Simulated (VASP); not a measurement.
# Ge (Cmmm) in VASP: a series of runs

Aim: see how the results for Ge move with the level of theory and the settings. Levels: PBE, PBEsol. Tasks: single point.

Program: VASP 6.6.1. These are calculated values, not measurements. Logs are shortened: lines on timing, memory, paths and dates and some standing lists are left out, and cuts for length are marked.

**1. The cell of the first run**

Symmetry: Cmmm, No. 65, orthorhombic system. Conventional cell: a = 2.794 Å, b = 5.201 Å, c = 2.698 Å, α = 90.00°, β = 90.00°, γ = 90.00°. Ge (site symmetry mmm) has 8 Ge at 2.70 to 2.95 Å within 3.6 Å.

**2. Single point, PBE**

INCAR reads:

```
SYSTEM = Ge
ALGO     = Normal         ! electronic algorithm
EDIFF    = 1E-7           ! SCF threshold, eV
ENCUT    = 520            ! plane-wave cutoff, eV
GGA      = PE             ! functional
ISIF     = 2              ! what is computed and relaxed
ISMEAR   = 0              ! smearing method
LASPH    = .TRUE.         ! aspherical terms in the spheres
LCHARG   = .FALSE.        ! write CHGCAR
LREAL    = .FALSE.        ! projectors in reciprocal space
LWAVE    = .FALSE.        ! write WAVECAR
NBANDS   = 13             ! bands
NELM     = 60             ! most SCF steps
PREC     = Accurate       ! precision mode
SIGMA    = 0.018000000000000002 ! smearing width, eV
```

KPOINTS reads:

```
k-points
0
G
  11 11 10
  0 0 0
```

POSCAR reads:

```
Ge
1.0
    1.3971490000     -2.6005160000      0.0000000000
    1.3971490000      2.6005160000      0.0000000000
    0.0000000000      0.0000000000      2.6982310000
Ge
1
Direct
    0.5000000000      0.5000000000      0.0000000000
```

Potentials or basis: VASP PAW PBE potentials, release 64 (Ge_d).

Run with:

```
$ cat potpaw_PBE.64/Ge_d/POTCAR > POTCAR
$ mpirun -np 1 vasp_std > vasp.out
```

OUTCAR:

```text
SYSTEM = Ge
   EDIFF = 1E-7
   ENCUT = 520
   GGA = PE
   ISIF = 2
   ISMEAR = 0
   LASPH = .TRUE.
   LREAL = .FALSE.
   NELM = 60
   PREC = Accurate

 ion  position               nearest neighbor table
   1  0.500  0.500  0.000-

  LATTYP: Found a base centered orthorhombic cell.
 ALAT       =     2.7942980000
 B/A-ratio  =     1.8613018368
 C/A-ratio  =     0.9656203454

  Lattice vectors:

 A1 = (   1.3971490000,  -2.6005160000,   0.0000000000)
 A2 = (   1.3971490000,   2.6005160000,   0.0000000000)
 A3 = (   0.0000000000,   0.0000000000,   2.6982310000)

Analysis of symmetry for initial positions (statically):
=====================================================================
 Subroutine PRICEL returns:
 Original cell was already a primitive cell.

 Routine SETGRP: Setting up the symmetry group for a
 base centered orthorhombic supercell.

 Subroutine GETGRP returns: Found  8 space group operations
 (whereof  8 operations were pure point group operations)
 out of a pool of  8 trial point group operations.

The static configuration has the point symmetry D_2h.

Analysis of symmetry for dynamics (positions and initial velocities):
=====================================================================
 Subroutine PRICEL returns:
 Original cell was already a primitive cell.

 Routine SETGRP: Setting up the symmetry group for a
 base centered orthorhombic supercell.

 Subroutine GETGRP returns: Found  8 space group operations
 (whereof  8 operations were pure point group operations)
 out of a pool of  8 trial point group operations.

The dynamic configuration has the point symmetry D_2h.

 Subroutine INISYM returns: Found  8 space group operations
 (whereof  8 operations are pure point group operations),
 and found     1 'primitive' translations

----------------------------------------------------------------------------------------

                                     Primitive cell

  volume of cell :      19.6070

  direct lattice vectors                    reciprocal lattice vectors
     1.397149000 -2.600516000  0.000000000     0.357871637 -0.192269534  0.000000000
     1.397149000  2.600516000  0.000000000     0.357871637  0.192269534  0.000000000
     0.000000000  0.000000000  2.698231000     0.000000000  0.000000000  0.370613191

  length of vectors
     2.952068562  2.952068562  2.698231000     0.406250763  0.406250763  0.370613191

  position of ions in fractional coordinates (direct lattice)
     0.500000000  0.500000000  0.000000000

  ion indices of the primitive-cell ions
   primitive index   ion index
                 1           1

----------------------------------------------------------------------------------------

 KPOINTS: k-points

Automatic generation of k-mesh.
 Grid dimensions read from file:
 generate k-points for:   11   11   10

 Generating k-lattice:

  Cartesian coordinates                     Fractional coordinates (reciprocal lattice)
     0.032533785 -0.017479049  0.000000000     0.090909091  0.000000000  0.000000000
     0.032533785  0.017479049  0.000000000     0.000000000  0.090909091  0.000000000
     0.000000000  0.000000000  0.037061319     0.000000000  0.000000000  0.100000000

  Length of vectors
     0.036931888  0.036931888  0.037061319

  Shift w.r.t. Gamma in fractional coordinates (k-lattice)
     0.000000000  0.000000000  0.000000000

 Subroutine IBZKPT returns following result:
 ===========================================

 Found    216 irreducible k-points:

 Following reciprocal coordinates:
            Coordinates               Weight
  0.000000  0.000000  0.000000      1.000000
  0.090909  0.000000  0.000000      4.000000
  0.181818 -0.000000  0.000000      4.000000
  0.272727 -0.000000  0.000000      4.000000
  0.363636 -0.000000  0.000000      4.000000
  0.454545 -0.000000  0.000000      4.000000
[... 16 lines left out ...]
 -0.272727  0.181818  0.000000      4.000000
 -0.181818  0.181818  0.000000      2.000000
 [... further k-points ...]
   k-points           NKPTS =    216   k-points in BZ     NKDIM =    216   number of bands    NBANDS=     13
   number of dos      NEDOS =    301   number of ions     NIONS =      1
   total plane-waves  NPLWV =  11520
   dimension x,y,z NGX =    24 NGY =   24 NGZ =   20
   dimension x,y,z NGXF=    48 NGYF=   48 NGZF=   40
   ions per type =               1
   NGX,Y,Z   is equivalent  to a cutoff of  13.52, 13.52, 12.32 a.u.
   NGXF,Y,Z  is equivalent  to a cutoff of  27.03, 27.03, 24.65 a.u.
 SYSTEM =  Ge
   PREC   = accura    normal or accurate (medium, high low for compatibility)
   ISTART =      0    job   : 0-new  1-cont  2-samecut
   ICHARG =      2    charge: 1-file 2-atom 10-const
   ISPIN  =      1    spin polarized calculation?
   LNONCOLLINEAR =      F non collinear calculations
   LSORBIT =      F    spin-orbit coupling
   LASPH  =      T    aspherical Exc in radial PAW
   ENCUT  =  520.0 eV  38.22 Ry    6.18 a.u.   5.49  5.49  5.02*2*pi/ulx,y,z
   NELM   =     60;   NELMIN=  2; NELMDL= -5     # of ELM steps
   EDIFF  = 0.1E-06   stopping-criterion for ELM
   LREAL  =      F    real-space projection
   EDIFFG = 0.1E-05   stopping-criterion for IOM
   NSW    =      0    number of steps for IOM
   IBRION =     -1    ionic relax: 0-MD 1-quasi-New 2-CG
   NFREE  =      0    steps in history (QN), initial steepest desc. (CG)
   ISIF   =      2    stress and relaxation
   ISYM   =      2    0-nonsym 1-usesym 2-fastsym
   POTIM  = 0.5000    time-step for ionic-motion
   TEBEG  =    0.0;   TEEND  =   0.0 temperature during run
   PSTRESS=    0.0 pullay stress
   NELECT =      14.0000    total number of electrons
   NUPDOWN=      -1.0000    fix difference up-down
   EMIN   =  10.00;   EMAX   =-10.00  energy-range for DOS
   EFERMI =   0.00;   METHOD = LEGACY
   ISMEAR =     0;   SIGMA  =   0.02  broadening in eV -4-tet -1-fermi 0-gaus
   EFERMI_NEDOS =   21; number of points for ismear=-14 and -15
   IALGO  =     38    algorithm
   IMIX   =      4    mixing-type and parameters
     AMIX     =   0.40;   BMIX     =  1.00
     AMIX_MAG =   1.60;   BMIX_MAG =  1.00
  volume/ion in A,a.u.               =      19.61       132.31
  Fermi-wavevector in a.u.,A,eV,Ry     =   1.463234  2.765111 29.130796  2.141053
  Thomas-Fermi vector in A             =   2.579353
   LORBIT       =      0    0 simple, 1 ext, 2 COOP (PROOUT), +10 PAW based schemes
   GGA     = PE    functional components
   LHFCALC =     F    Hartree Fock is set to
   AEXX    =    0.0000 exact exchange contribution
   IVDW    =     0    specifies the selected vdW correction
   LEPSILON=     F    determine dielectric tensor
   LRPA    =     F    only Hartree local field effects (RPA)
 non-spin polarized calculation
 Gauss-broadening in eV      SIGMA  =   0.02
  energy-cutoff  :      520.00
  volume of cell :       19.61
 maximum number of plane-waves:       542
 NGX is ok and might be reduce to    24
   NGX = 11   NGY = 11   NGZ = 11

 number of electron      14.0000003 magnetization

 Free energy of the ion-electron system (eV)
  ---------------------------------------------------
  ext. energy  EPLUGINS =         0.00000000
  ---------------------------------------------------
  free energy    TOTEN  =        -4.26679212 eV

  energy without entropy =       -4.26665081  energy(sigma->0) =       -4.26672146

 E-fermi :   6.1997     XC(G=0): -11.0383

 val. band max:        6.1967174362   @ k =   0.4545   0.0909   0.4000
 cond. band min:       6.2145170799   @ k =   0.1818   0.1818   0.3000
 fundamental gap:      0.0177996438
 Fermi energy:         6.1997121281

 k-point     1 :       0.0000    0.0000    0.0000
  band No.  band energies     occupation
      1     -18.5245      2.00000
      2     -18.4715      2.00000
      3     -18.4209      2.00000
      4     -18.3153      2.00000
      5     -18.2948      2.00000
      6      -6.6458      2.00000
      7      12.8817      0.00000
      8      13.3518      0.00000
      9      14.8618      0.00000
     10      16.3756      0.00000
     11      18.7116      0.00000
     12      21.0925      0.00000
     13      21.2212      0.00000

 k-point     2 :       0.0909    0.0000    0.0000
  band No.  band energies     occupation
      1     -18.5188      2.00000
      2     -18.4629      2.00000
      3     -18.4219      2.00000
      4     -18.3166      2.00000
      5     -18.2987      2.00000
      6      -6.4452      2.00000
      7      12.4764      0.00000
      8      13.0767      0.00000
      9      13.3082      0.00000
     10      16.8233      0.00000
     11      18.4108      0.00000
     12      20.0270      0.00000
     13      22.3933      0.00000

 k-point     3 :       0.1818   -0.0000    0.0000
  band No.  band energies     occupation
      1     -18.5066      2.00000
      2     -18.4460      2.00000
      3     -18.4152      2.00000
      4     -18.3209      2.00000
      5     -18.3083      2.00000
      6      -5.8443      2.00000
      7       9.6874      0.00000
      8      11.8779      0.00000
      9      13.6491      0.00000
     10      16.2421      0.00000
     11      17.9477      0.00000
     12      21.9563      0.00000
     13      25.0163      0.00000
[... 305 lines left out ...]
 k-point    23 :      -0.2727    0.1818    0.0000
  band No.  band energies     occupation
      1     -18.5064      2.00000
      2     -18.4619      2.00000
      3     -18.3853      2.00000
      4     -18.3326      2.00000
      5     -18.3014      2.00000
      6      -5.3896      2.00000
      7       7.0569      0.00000
      8      11.1856      0.00000
      9      14.0446      0.00000
     10      17.8509      0.00000
     11      19.1525      0.00000
     12      22.7428      0.00000
     13      27.1154      0.00000

 k-point    24 :      -0.1818    0.1818    0.0000
  band No.  band energies     occupation
      1     -18.5159      2.00000
      2     -18.4675      2.00000
      3     -18.3962      2.00000
      4     -18.3270      2.00000
      5     -18.2970      2.00000
      6      -5.9389      2.00000
      7       8.4560      0.00000
      8      13.4308      0.00000
      9      13.5436      0.00000
     10      16.8167      0.00000
     11      18.3410      0.00000
     12      24.0006      0.00000
     13      24.0383      0.00000

 [... further k-points ...]
[... 5 lines left out ...]
  --------------------------------------------------------------------------------------
  -------------------------------------------------------------------------------------
  Total        0.1375441     -0.3453705     -0.0264415      0.0000000      0.0000000      0.0000000
  in kB       11.2393533    -28.2217791     -2.1606513      0.0000000      0.0000000      0.0000000
  external PRESSURE =      -6.3810257 kB  Pullay stress =       0.0000000 kB

 VOLUME and BASIS-vectors are now :
 -----------------------------------------------------------------------------
  energy-cutoff  :      520.00
  volume of cell :       19.61
      direct lattice vectors                 reciprocal lattice vectors
     1.397149000 -2.600516000  0.000000000     0.357871637 -0.192269534  0.000000000
     1.397149000  2.600516000  0.000000000     0.357871637  0.192269534  0.000000000
     0.000000000  0.000000000  2.698231000     0.000000000  0.000000000  0.370613191

 POSITION                                       TOTAL-FORCE (eV/Angst)
 -----------------------------------------------------------------------------------
      1.39715      0.00000      0.00000         0.000000      0.000000      0.000000
 -----------------------------------------------------------------------------------
    total drift:                               -0.000000     -0.000000     -0.000000

  FREE ENERGIE OF THE ION-ELECTRON SYSTEM (eV)
  ---------------------------------------------------
  free  energy   TOTEN  =        -4.2667921189 eV

  energy  without entropy=       -4.2666508090  energy(sigma->0) =       -4.26672146
```

Run time: 34 s. Hardware: 1 thread of AMD EPYC 9R45 (Zen 5), shared host; peak memory 0.13 GiB.

Results:

* Free energy: -4.2668 eV
* Pressure: -0.6 GPa
* Band gap on the k mesh: zero (band 7 reaches 12.88 eV, above the bottom of band 8 at 3.82 eV)

Stress tensor (GPa, compression positive):
```
 1.12  0.00  0.00
 0.00 -2.82  0.00
 0.00  0.00 -0.22
```

Levels at points of the mesh, in eV from the Fermi level:
| k point | band 5 | band 6 | band 7 | band 8 | band 9 | band 10 |
| --- | --- | --- | --- | --- | --- | --- |
| (0.00, 0.00, 0.00) | -24.49 | -12.85 | 6.68 | 7.15 | 8.66 | 10.18 |
| (0.00, 0.00, 0.50) | -24.53 | -9.08 | -5.66 | 9.98 | 11.49 | 16.04 |

**3. Single point, PBE**

INCAR reads:

```
SYSTEM = Ge
PREC = Accurate
ENCUT = 520
EDIFF = 1E-7
ISMEAR = 0
SIGMA = 0.019000000000000003
LREAL = .FALSE.
LASPH = .TRUE.
NELM = 80
ALGO = Normal
ISIF = 2
LWAVE = .FALSE.
LCHARG = .TRUE.
GGA = PE
LELF = .TRUE.
LVHAR = .TRUE.
NBANDS = 13
```

KPOINTS reads:

```
regular mesh
0
G
  11 11 10
  0 0 0
```

POSCAR is that of step 2.

Potentials or basis: VASP PAW PBE potentials, release 64 (Ge_d).

Run with:

```
$ cat potpaw_PBE.64/Ge_d/POTCAR > POTCAR
$ mpirun -np 1 vasp_std > vasp.out
```

Run time: 33 s. Hardware: 1 thread of AMD EPYC 9R45 (Zen 5), shared host; peak memory 0.13 GiB.

Results (log left out):

* Free energy: -4.2668 eV
* Pressure: -0.6 GPa
* Band gap on the k mesh: zero (band 7 reaches 12.88 eV, above the bottom of band 8 at 3.82 eV)

Stress tensor (GPa, compression positive):
```
 1.12  0.00  0.00
 0.00 -2.83  0.00
 0.00  0.00 -0.21
```

Levels at points of the mesh, in eV from the Fermi level:
| k point | band 3 | band 4 | band 5 | band 6 | band 7 | band 8 | band 9 | band 10 | band 11 | band 12 |
| --- | --- | --- | --- | --- | --- | --- | --- | --- | --- | --- |
| (0.00, 0.00, 0.00) | -24.62 | -24.52 | -24.49 | -12.85 | 6.68 | 7.15 | 8.66 | 10.18 | 12.51 | 14.89 |
| (0.00, 0.00, 0.50) | -24.58 | -24.56 | -24.53 | -9.08 | -5.66 | 9.98 | 11.49 | 16.04 | 16.13 | 17.28 |

**4. Single point, PBEsol**

INCAR reads:

```
PREC = Accurate
ENCUT = 520
EDIFF = 1E-6
ISMEAR = -1
SIGMA = 0.05
LREAL = False
LASPH = True
NELM = 100
ALGO = Normal
ISIF = 2
LWAVE = False
LCHARG = False
GGA = PS
NBANDS = 13
```

KPOINTS reads:

```
Automatic mesh
0
Gamma
  8 8 8
```

POSCAR is that of step 3.

Potentials or basis: VASP PAW PBE potentials, release 64 (Ge_d).

Run with:

```
$ cat potpaw_PBE.64/Ge_d/POTCAR > POTCAR
$ mpirun -np 1 vasp_std > vasp.out
```

OUTCAR:

```text
PREC = Accurate
   ENCUT = 520
   EDIFF = 1E-6
   ISMEAR = -1
   LREAL = False
   LASPH = True
   NELM = 100
   ISIF = 2
   GGA = PS

 ion  position               nearest neighbor table
   1  0.500  0.500  0.000-

  LATTYP: Found a base centered orthorhombic cell.
 ALAT       =     2.7942980000
 B/A-ratio  =     1.8613018368
 C/A-ratio  =     0.9656203454

  Lattice vectors:

 A1 = (   1.3971490000,  -2.6005160000,   0.0000000000)
 A2 = (   1.3971490000,   2.6005160000,   0.0000000000)
 A3 = (   0.0000000000,   0.0000000000,   2.6982310000)

Analysis of symmetry for initial positions (statically):
=====================================================================
 Subroutine PRICEL returns:
 Original cell was already a primitive cell.

 Routine SETGRP: Setting up the symmetry group for a
 base centered orthorhombic supercell.

 Subroutine GETGRP returns: Found  8 space group operations
 (whereof  8 operations were pure point group operations)
[... 161 lines left out ...]

 E-fermi :   6.1152     XC(G=0): -11.1898

 val. band max:        6.0939388125   @ k =  -0.2500   0.2500   0.0000
 cond. band min:       6.1422723374   @ k =   0.3750   0.0000   0.3750
 fundamental gap:      0.0483335249
 Fermi energy:         6.1152123705

 k-point     1 :       0.0000    0.0000    0.0000
  band No.  band energies     occupation
      1     -18.6027      2.00000
      2     -18.5299      2.00000
      3     -18.4788      2.00000
      4     -18.3889      2.00000
      5     -18.3634      2.00000
      6      -6.7975      2.00000
      7      12.7184      0.00000
      8      13.1954      0.00000
      9      14.7095      0.00000
     10      16.2458      0.00000
     11      18.5530      0.00000
     12      20.9055      0.00000
     13      21.0735      0.00000
[... 354 lines left out ...]
  band No.  band energies     occupation
      1     -18.5512      2.00000
      2     -18.4934      2.00000
      3     -18.4490      2.00000
      4     -18.4114      2.00000
      5     -18.3962      2.00000
      6      -4.9778      2.00000
      7       7.4408      0.00000
      8      11.0459      0.00000
      9      11.2074      0.00000
     10      15.5480      0.00000
     11      21.5570      0.00000
     12      23.3365      0.00000
     13      25.0085      0.00000

 [... further k-points ...]
[... 5 lines left out ...]
  --------------------------------------------------------------------------------------
  -------------------------------------------------------------------------------------
  Total       -0.2518571     -0.6060118     -0.7864477      0.0000000      0.0000000      0.0000000
  in kB      -20.5803833    -49.5199571    -64.2641927      0.0000000      0.0000000      0.0000000
  external PRESSURE =     -44.7881777 kB  Pullay stress =       0.0000000 kB

 VOLUME and BASIS-vectors are now :
 -----------------------------------------------------------------------------
  energy-cutoff  :      520.00
  volume of cell :       19.61
      direct lattice vectors                 reciprocal lattice vectors
     1.397149000 -2.600516000  0.000000000     0.357871637 -0.192269534  0.000000000
     1.397149000  2.600516000  0.000000000     0.357871637  0.192269534  0.000000000
     0.000000000  0.000000000  2.698231000     0.000000000  0.000000000  0.370613191

 POSITION                                       TOTAL-FORCE (eV/Angst)
 -----------------------------------------------------------------------------------
      1.39715      0.00000      0.00000         0.000000     -0.000000      0.000000
 -----------------------------------------------------------------------------------
    total drift:                               -0.000000     -0.000000     -0.000000

  FREE ENERGIE OF THE ION-ELECTRON SYSTEM (eV)
  ---------------------------------------------------
  free  energy   TOTEN  =        -4.7218649268 eV

  energy  without entropy=       -4.7198620593  energy(sigma->0) =       -4.72086349
```

stdout:

```text
POSCAR found type information on POSCAR Ge
 POSCAR found :  1 types and       1 ions
 scaLAPACK will be used
 -----------------------------------------------------------------------------
|                                                                             |
|                                                                             |
|     You enforced a specific xc type in the INCAR file but a different       |
|     I HOPE YOU KNOW WHAT YOU ARE DOING!                                     |
|                                                                             |
 -----------------------------------------------------------------------------

 LDA part: xc-table for (Slater+PW92), standard interpolation
 POSCAR, INCAR and KPOINTS ok, starting setup
 FFT: planning ... GRIDC
 FFT: planning ... GRID_SOFT
 FFT: planning ... GRID
 WAVECAR not read
 entering main loop
```

Wall time 7.8 s (1 thread of Intel Xeon Platinum 8488C (Sapphire Rapids), shared host); peak memory 0.14 GiB.

Results:

| Property | Result |
| --- | --- |
| Free energy | -4.7219 eV |
| Pressure | -4.5 GPa |
| Band gap on the k mesh | zero (band 7 reaches 12.72 eV, above the bottom of band 8 at 3.81 eV) |

Caveat: the PAW data sets were made with another functional, which shifts forces and pressure a little.

(Part 1 of 2 ends here.)
